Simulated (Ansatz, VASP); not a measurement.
# Al5N: VASP beside Ansatz

File INCAR:

```
SYSTEM = Al5N
PREC = Accurate
ENCUT = 520
EDIFF = 1E-6
ISMEAR = 0
SIGMA = 0.1
LREAL = .False.
LASPH = .True.
NELM = 100
ALGO = Normal
ISIF = 2
LWAVE = .False.
LCHARG = .False.
GGA = PE
NBANDS = 19
```

KPOINTS

```
Automatic mesh
0
Gamma
  4 4 4
  0 0 0
```

POSCAR

```
Al5N
1.0
    0.0000000000      3.5505791900      3.5505791900
    3.5505791900      0.0000000000      3.5505791900
    3.5505791900      3.5505791900      0.0000000000
Al N
5 1
Direct
    0.2500000000      0.2500000000      0.2500000000
    0.6242626200      0.1272121400      0.6242626200
    0.6242626200      0.6242626200      0.1272121400
    0.6242626200      0.6242626200      0.6242626200
    0.1272121400      0.6242626200      0.6242626200
    0.0000000000      0.0000000000      0.0000000000
```

Input for Ansatz:

```yaml
crystal:
  lattice:
    - [0.0, 3.55057919, 3.55057919]
    - [3.55057919, 0.0, 3.55057919]
    - [3.55057919, 3.55057919, 0.0]
  atoms:
    - { symbol: Al, position: [0.25, 0.25, 0.25] }
    - { symbol: Al, position: [0.62426262, 0.12721214, 0.62426262] }
    - { symbol: Al, position: [0.62426262, 0.62426262, 0.12721214] }
    - { symbol: Al, position: [0.62426262, 0.62426262, 0.62426262] }
    - { symbol: Al, position: [0.12721214, 0.62426262, 0.62426262] }
    - { symbol: "N", position: [0.0, 0.0, 0.0] }
basis:
  ecutwfc: 420
kpoints:
  mp_grid: { grid: [4, 4, 4] }
hamiltonian:
  xc: pbe
scf:
  occupations: { method: gaussian, width: 0.1 }
  lower_state_search: "off"
output:
  forces: true
  stress: true
  eigenvalues: true
```

Change from the starting cell: species swapped into the Be5Pt type (F-43m, No. 216).

Alike in both runs: task single point; functional PBE; k mesh 4 × 4 × 4; occupations gaussian, width 0.1 eV; no spin polarisation.

|  | VASP | Ansatz |
| --- | --- | --- |
| version | VASP 6.6.1 | Ansatz 0.2.0 |
| potentials or method | VASP PAW PBE potentials, release 64 (Al, N), cutoff 520 eV | scalar-relativistic, plane waves, PAW |
| valence electrons in the cell | 20 | 20 |

Ansatz gave:

```
gap on the k mesh at the Fermi level (eV) : none
pressure (GPa)                            : 7.2
rms of the force components (eV/Å)        : 0.066
```

**Question.** What did VASP give for the same quantities?

**Answer.** gap on the k mesh at the Fermi level (eV): none; pressure (GPa): 7.1; rms of the force components (eV/Å): 0.067.

Atom by atom the forces differ by 0.001 eV/Å (rms over components). A gap of «none» marks a metal or a gap that the smearing closes. The functional is the same, so the differences come from potentials, cutoffs and numerics.

The k mesh is coarse, so the values compare programs but aren't converged.
